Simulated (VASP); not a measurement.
# Ag (P6_3/mmc) in VASP: further runs, part 3 of 3

VASP 6.6.1.

### 5 Relaxation of cell and atoms, BLYP

This run uses another cell than the first one, of 18.04 Å³/atom, 0.865 times its volume.

Input file INCAR:

```
SYSTEM = Ag
PREC = Accurate
ENCUT = 600
EDIFF = 1E-6
ISMEAR = -1
SIGMA = 0.1
LREAL = .FALSE.
LASPH = .TRUE.
NELM = 80
ALGO = Normal
ISIF = 3
LWAVE = .FALSE.
LCHARG = .FALSE.
GGA = B5
ALDAX = 1.0
AGGAX = 1.0
AGGAC = 1.0
ALDAC = 0.0
IBRION = 2
NSW = 80
EDIFFG = -0.01
```

Input file KPOINTS:

```
Automatic mesh
0
G
  13 13 3
  0 0 0
```

Input file POSCAR:

```
Ag
1.0
    2.8861989086      0.0000000000      0.0000000000
   -1.4430994543      2.4995215753      0.0000000000
    0.0000000000      0.0000000000     10.0000000000
Ag
4
Direct
    0.3333333333      0.6666666667      0.2500000000
    0.6666666667      0.3333333333      0.7500000000
    0.0000000000      0.0000000000      0.0000000000
    0.0000000000      0.0000000000      0.5000000000
```

Potentials or basis: VASP PAW PBE potentials, release 64 (Ag).

Started as:

```
$ cat potpaw_PBE.64/Ag/POTCAR > POTCAR
$ mpirun -np 1 vasp_std > vasp.out
```

OUTCAR:

```text
SYSTEM = Ag
   PREC = Accurate
   ENCUT = 600
   EDIFF = 1E-6
   ISMEAR = -1
   LREAL = .FALSE.
   LASPH = .TRUE.
   NELM = 80
   ISIF = 3
   GGA = B5
   IBRION = 2
   NSW = 80
   EDIFFG = -0.01

 ion  position               nearest neighbor table
   1  0.333  0.667  0.250-   3 3.00   4 3.00   3 3.00   4 3.00   3 3.00   4 3.00
   2  0.667  0.333  0.750-   3 3.00   4 3.00   3 3.00   4 3.00   3 3.00   4 3.00
   3  0.000  0.000  0.000-   1 3.00   2 3.00   2 3.00   1 3.00   2 3.00   1 3.00
   4  0.000  0.000  0.500-   1 3.00   2 3.00   2 3.00   1 3.00   2 3.00   1 3.00

  LATTYP: Found a hexagonal cell.
 ALAT       =     2.8861989086
 C/A-ratio  =     3.4647646668

  Lattice vectors:

 A1 = (   2.8861989086,   0.0000000000,   0.0000000000)
 A2 = (  -1.4430994543,   2.4995215753,   0.0000000000)
 A3 = (   0.0000000000,   0.0000000000,  10.0000000000)

Analysis of symmetry for initial positions (statically):
=====================================================================
 Subroutine PRICEL returns:
 Original cell was already a primitive cell.

 Routine SETGRP: Setting up the symmetry group for a
 hexagonal supercell.

 Subroutine GETGRP returns: Found 24 space group operations
 (whereof 12 operations were pure point group operations)
 out of a pool of 24 trial point group operations.

The static configuration has the point symmetry D_3d.
 The point group associated with its full space group is D_6h.

Analysis of symmetry for dynamics (positions and initial velocities):
=====================================================================
 Subroutine PRICEL returns:
 Original cell was already a primitive cell.

 Routine SETGRP: Setting up the symmetry group for a
 hexagonal supercell.

 Subroutine GETGRP returns: Found 24 space group operations
 (whereof 12 operations were pure point group operations)
 out of a pool of 24 trial point group operations.

The dynamic configuration has the point symmetry D_3d.
 The point group associated with its full space group is D_6h.

 Subroutine INISYM returns: Found 24 space group operations
 (whereof 12 operations are pure point group operations),
 and found     1 'primitive' translations

----------------------------------------------------------------------------------------

                                     Primitive cell

  volume of cell :      72.1412

  direct lattice vectors                    reciprocal lattice vectors
     2.886198909  0.000000000  0.000000000     0.346476467  0.200038281  0.000000000
    -1.443099454  2.499521575  0.000000000     0.000000000  0.400076563  0.000000000
     0.000000000  0.000000000 10.000000000     0.000000000  0.000000000  0.100000000

  length of vectors
     2.886198909  2.886198909 10.000000000     0.400076563  0.400076563  0.100000000

  position of ions in fractional coordinates (direct lattice)
     0.333333333  0.666666667  0.250000000
     0.666666667  0.333333333  0.750000000
     0.000000000  0.000000000  0.000000000
     0.000000000  0.000000000  0.500000000

  ion indices of the primitive-cell ions
[... 66 lines left out ...]
   NGXF,Y,Z  is equivalent  to a cutoff of  27.65, 27.65, 26.60 a.u.
 SYSTEM =  Ag
   PREC   = accura    normal or accurate (medium, high low for compatibility)
   ISTART =      0    job   : 0-new  1-cont  2-samecut
   ICHARG =      2    charge: 1-file 2-atom 10-const
   ISPIN  =      1    spin polarized calculation?
   LNONCOLLINEAR =      F non collinear calculations
   LSORBIT =      F    spin-orbit coupling
   LASPH  =      T    aspherical Exc in radial PAW
   ENCUT  =  600.0 eV  44.10 Ry    6.64 a.u.   5.76  5.76 19.97*2*pi/ulx,y,z
   NELM   =     80;   NELMIN=  2; NELMDL= -5     # of ELM steps
   EDIFF  = 0.1E-05   stopping-criterion for ELM
   LREAL  =      F    real-space projection
   EDIFFG = -.1E-01   stopping-criterion for IOM
   NSW    =     80    number of steps for IOM
   IBRION =      2    ionic relax: 0-MD 1-quasi-New 2-CG
   NFREE  =      1    steps in history (QN), initial steepest desc. (CG)
   ISIF   =      3    stress and relaxation
   ISYM   =      2    0-nonsym 1-usesym 2-fastsym
   POTIM  = 0.5000    time-step for ionic-motion
   TEBEG  =    0.0;   TEEND  =   0.0 temperature during run
   PSTRESS=    0.0 pullay stress
   NELECT =      44.0000    total number of electrons
   NUPDOWN=      -1.0000    fix difference up-down
   EMIN   =  10.00;   EMAX   =-10.00  energy-range for DOS
   EFERMI =   0.00;   METHOD = LEGACY
   ISMEAR =    -1;   SIGMA  =   0.10  broadening in eV -4-tet -1-fermi 0-gaus
   EFERMI_NEDOS =   21; number of points for ismear=-14 and -15
   IALGO  =     38    algorithm
   IMIX   =      4    mixing-type and parameters
     AMIX     =   0.40;   BMIX     =  1.00
     AMIX_MAG =   1.60;   BMIX_MAG =  1.00
  volume/ion in A,a.u.               =      18.04       121.71
  Fermi-wavevector in a.u.,A,eV,Ry     =   1.388347  2.623595 26.225328  1.927507
  Thomas-Fermi vector in A             =   2.512482
   LORBIT       =      0    0 simple, 1 ext, 2 COOP (PROOUT), +10 PAW based schemes
   GGA     = B5    functional components
   LHFCALC =     F    Hartree Fock is set to
   AEXX    =    0.0000 exact exchange contribution
   IVDW    =     0    specifies the selected vdW correction
   LEPSILON=     F    determine dielectric tensor
   LRPA    =     F    only Hartree local field effects (RPA)
 conjugate gradient relaxation of ions
 non-spin polarized calculation
  energy-cutoff  :      600.00
  volume of cell :       72.14
 maximum number of plane-waves:      2420
 NGX is ok and might be reduce to    24
   NGX = 11   NGY = 11   NGZ = 39

--------------------------------------- Ionic step        1  -------------------------------------------

 number of electron      43.9999999 magnetization

 Free energy of the ion-electron system (eV)
  ---------------------------------------------------
  ext. energy  EPLUGINS =         0.00000000
  ---------------------------------------------------
  free energy    TOTEN  =        -8.26879045 eV

  energy without entropy =       -8.23208034  energy(sigma->0) =       -8.25043540

------------------------ aborting loop because EDIFF is reached ----------------------------------------

  FORCE on cell =-STRESS in cart. coord.  units (eV):
  Direction    XX          YY          ZZ          XY          YZ          ZX
  --------------------------------------------------------------------------------------
  -------------------------------------------------------------------------------------
  Total        3.3688926      3.3688926      1.5140103      0.0000000      0.0000000      0.0000000
  in kB       74.8194653     74.8194653     33.6245323      0.0000000      0.0000000      0.0000000
  external PRESSURE =      61.0878210 kB  Pullay stress =       0.0000000 kB
[... 95 lines left out ...]
  FREE ENERGIE OF THE ION-ELECTRON SYSTEM (eV)
  ---------------------------------------------------
  free  energy   TOTEN  =        -8.3748281775 eV

  energy  without entropy=       -8.3331518687  energy(sigma->0) =       -8.35399002

[... ionic steps 4 to 7 ...]

--------------------------------------- Ionic step        8  -------------------------------------------

 number of electron      43.9999993 magnetization

------------------------ aborting loop because EDIFF is reached ----------------------------------------
[... 71 lines left out ...]
--------------------------------------- Ionic step       10  -------------------------------------------

 number of electron      43.9999993 magnetization

 Free energy of the ion-electron system (eV)
  ---------------------------------------------------
  ext. energy  EPLUGINS =         0.00000000
  ---------------------------------------------------
  free energy    TOTEN  =        -8.38334122 eV

  energy without entropy =       -8.34163220  energy(sigma->0) =       -8.36248671

 E-fermi :   7.4920     XC(G=0): -10.9215

 val. band max:        7.4878971231   @ k =   0.2308   0.2308   0.0000
 cond. band min:       7.5166548609   @ k =   0.2308   0.2308   0.0000
 fundamental gap:      0.0287577378
 Fermi energy:         7.4920255539

 k-point     1 :       0.0000    0.0000    0.0000
  band No.  band energies     occupation
      1       0.4642      2.00000
      2       1.5663      2.00000
      3       1.6223      2.00000
      4       1.6226      2.00000
      5       2.7869      2.00000
      6       2.8199      2.00000
[... 685 lines left out ...]
     25      12.0779      0.00000
     26      14.8189      0.00000

 [... further k-points ...]

------------------------ aborting loop because EDIFF is reached ----------------------------------------

  FORCE on cell =-STRESS in cart. coord.  units (eV):
  Direction    XX          YY          ZZ          XY          YZ          ZX
  --------------------------------------------------------------------------------------
  -------------------------------------------------------------------------------------
  Total        0.0065567      0.0065567      0.0180302      0.0000000      0.0000000      0.0000000
  in kB        0.1359247      0.1359247      0.3737776      0.0000000      0.0000000      0.0000000
  external PRESSURE =       0.2152090 kB  Pullay stress =       0.0000000 kB
[... 19 lines left out ...]
  FREE ENERGIE OF THE ION-ELECTRON SYSTEM (eV)
  ---------------------------------------------------
  free  energy   TOTEN  =        -8.3833412162 eV

  energy  without entropy=       -8.3416321962  energy(sigma->0) =       -8.36248671

 reached required accuracy - stopping structural energy minimisation
```

CONTCAR:

```text
Ag
   1.00000000000000
     3.0017138697138810   -0.0000000000000000   -0.0000000000000000
    -1.5008569348569405    2.5995604661511824   -0.0000000000000000
    -0.0000000000000000   -0.0000000000000000    9.9044203064082996
  Ag
     4
Direct
     0.3333333332999970    0.6666666667000030    0.2500000000000000
     0.6666666667000030    0.3333333332999970    0.7500000000000000
     0.0000000000000000    0.0000000000000000    0.0000000000000000
     0.0000000000000000    0.0000000000000000    0.5000000000000000

  0.00000000E+00  0.00000000E+00  0.00000000E+00
  0.00000000E+00  0.00000000E+00  0.00000000E+00
  0.00000000E+00  0.00000000E+00  0.00000000E+00
  0.00000000E+00  0.00000000E+00  0.00000000E+00
```

Wall time 5.7 min (1 thread of Intel Xeon 6975P-C (Granite Rapids), shared host); peak memory 0.26 GiB.

What came out:

```yaml
Free_energy: -8.3833 eV
Relaxed_volume: 19.32 Å³/atom
Relaxed_cell: a = 3.002 Å, b = 3.002 Å, c = 9.904 Å, α = 90.00°, β = 90.00°, γ = 120.00°
Space_group_after_relaxing_to_0.05_Å: P6_3/mmc (No. 194)
Energy_gained_by_relaxing: 28.6 meV/atom
Ionic_steps: 10
Pressure_after_relaxing: 0.0 GPa
Band_gap_on_the_k_mesh: zero (band 22 reaches 10.56 eV, above the bottom of band 23 at 4.25 eV)
```

Step by step:
```
step  energy change (eV)  largest force (eV/Å)  pressure (GPa)  volume (Å³)
   1              0.0000                0.0000            6.11        72.14
   2             -0.0965                0.0000           -1.76        79.55
   3             -0.1060                0.0000           -0.21        77.64
   4             -0.1060                0.0000           -0.33        77.76
   5             -0.1103                0.0000           -0.21        77.58
   6             -0.1145                0.0000            0.14        77.12
   7             -0.1145                0.0000            0.07        77.15
   8             -0.1145                0.0000            0.15        77.14
   9             -0.1145                0.0000           -0.11        77.39
  10             -0.1146                0.0000            0.02        77.29
```

Final structure:
```
Ag
1.0
     3.00171    0.00000    0.00000
    -1.50086    2.59956    0.00000
     0.00000    0.00000    9.90442
Ag
4
Direct
  0.33333 0.66667 0.25000
  0.66667 0.33333 0.75000
  0.00000 0.00000 0.00000
  0.00000 0.00000 0.50000
```

Caveat: the PAW data sets were made with another functional, which shifts forces and pressure a little.

### 6 Overview

```tsv
task	cell	k mesh	cutoff (eV)	gap on the mesh (eV)	pressure (GPa)
single point	a = 3.079, b = 3.079, c = 10.159 Å, angles 90.0, 90.0, 120.0°, 4 atoms	14 × 14 × 4	520	none	-4.1
single point	a = 3.116, b = 3.116, c = 10.283 Å, angles 90.0, 90.0, 120.0°, 4 atoms	14 × 14 × 4	520	none	-5.5
single point	a = 3.001, b = 3.001, c = 9.902 Å, angles 90.0, 90.0, 120.0°, 4 atoms	16 × 16 × 5	520	none	0.2
relaxation of cell and atoms	relaxed from a = 2.886, b = 2.886, c = 10.000 Å, angles 90.0, 90.0, 120.0°, 4 atoms	13 × 13 × 3	600	none	0.0
```

Alike in all rows: level BLYP; potentials or basis VASP PAW PBE potentials, release 64 (Ag); no spin polarisation; smearing fermi-dirac 0.1 eV.

Caveats: the PAW data sets were made with another functional, which shifts forces and pressure a little.

Total energies depend on the potentials used, so only differences within one code and one set of settings carry meaning.
